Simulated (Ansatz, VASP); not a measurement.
Pd in VASP and in Ansatz

```xyz
1
Lattice="0.0000 1.8671 1.9449 1.8671 0.0000 1.9449 1.8671 1.8671 0.0000" Properties=species:S:1:pos:R:3 pbc="T T T"
Pd    0.0000    0.0000    0.0000
```

Change from the starting cell: strain -0.040 along x and y, +0.000 along z, atoms carried along.

Alike in both runs: task single point; functional PBE; k mesh 20 × 20 × 20; occupations gaussian, width 0.15 eV; no spin polarisation.

|  | VASP | Ansatz |
| --- | --- | --- |
| version | VASP 6.6.1 | Ansatz 0.2.0 |
| potentials or method | VASP PAW PBE potentials, release 64 (Pd), cutoff 520 eV | scalar-relativistic, plane waves, PAW |
| valence electrons in the cell | 10 | 18 |

Ansatz gave:

| Property | Result |
| --- | --- |
| gap on the k mesh at the Fermi level (eV) | none |
| pressure (GPa) | 28.9 |
| traceless stress, the component that is largest in VASP (GPa) | -2.65 |

Task: Estimate VASP's values.

Result: gap on the k mesh at the Fermi level (eV): none; pressure (GPa): 28.4; traceless stress, the component that is largest in VASP (GPa): -2.60.

A gap of «none» marks a metal or a gap that the smearing closes. Both programs put the cell under a high pressure, so it lies far from rest at this level. With one functional, cell and mesh, what is left measures potentials, basis and numerics. VASP's potentials hold 10 valence electrons a cell and Ansatz's 18, so a difference there can come from the potentials and not from the codes.
